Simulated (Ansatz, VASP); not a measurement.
**One calculation of Cd, two programs**

Contents of INCAR:

```
ALGO     = Normal         # electronic algorithm
EDIFF    = 1E-7           # SCF threshold, eV
ENCUT    = 520            # plane-wave cutoff, eV
GGA      = CA             # functional
ISIF     = 2              # what is computed and relaxed
ISMEAR   = -1             # smearing method
LASPH    = T              # aspherical terms in the spheres
LCHARG   = T              # write CHGCAR
LELF     = T              # ELF
LREAL    = F              # projectors in reciprocal space
LVHAR    = T            
LWAVE    = F              # write WAVECAR
NBANDS   = 19             # bands
NELM     = 60             # most SCF steps
PREC     = Accurate       # precision mode
SIGMA    = 0.08           # smearing width, eV
```

The input KPOINTS:

```
k-points
0
Gamma
  13 13 6
```

The input POSCAR:

```
Cd
1.0
    1.4629262631     -2.5338626154      0.0000000000
    1.4629262631      2.5338626154      0.0000000000
    0.0000000000      0.0000000000      5.3624821879
Cd
2
Direct
    0.6666666670      0.3333333330      0.2500000000
    0.3333333330      0.6666666670      0.7500000000
```

Input for Ansatz:

```yaml
crystal:
  lattice:
    - [1.4629262631, -2.5338626154, 0.0]
    - [1.4629262631, 2.5338626154, 0.0]
    - [0.0, 0.0, 5.3624821879]
  atoms:
    - { symbol: Cd, position: [0.666666667, 0.333333333, 0.25] }
    - { symbol: Cd, position: [0.333333333, 0.666666667, 0.75] }
kpoints:
  mp_grid: { grid: [13, 13, 6] }
scf:
  occupations: { method: fermi_dirac, width: 0.08 }
hamiltonian:
  xc: lda
  pseudopotentials: { kind: all_electron, lapw: { basis_error: 0.001 } }
output:
  forces: true
  stress: true
  eigenvalues: true
```

Alike in both runs: task single point; functional LDA; k mesh 13 × 13 × 6; occupations fermi-dirac, width 0.08 eV; no spin polarisation.

|  | VASP | Ansatz |
| --- | --- | --- |
| version | VASP 6.6.1 | Ansatz 0.2.0 |
| potentials or method | VASP PAW LDA potentials, release 64 (Cd), cutoff 520 eV | all-electron LAPW, scalar-relativistic |

Ansatz gave:

| Quantity | Value |
| --- | --- |
| pressure (GPa) | 0.0 |
| traceless stress, the component that is largest in VASP (GPa) | 0.74 |

Which values does VASP return?

Pressure (GPa): 0.7; traceless stress, the component that is largest in VASP (GPa): 0.49.

LDA's correlation is that of Perdew and Zunger in VASP and of Perdew and Wang (1992) in Ansatz. Ansatz ran all-electron here, and VASP with PAW potentials.
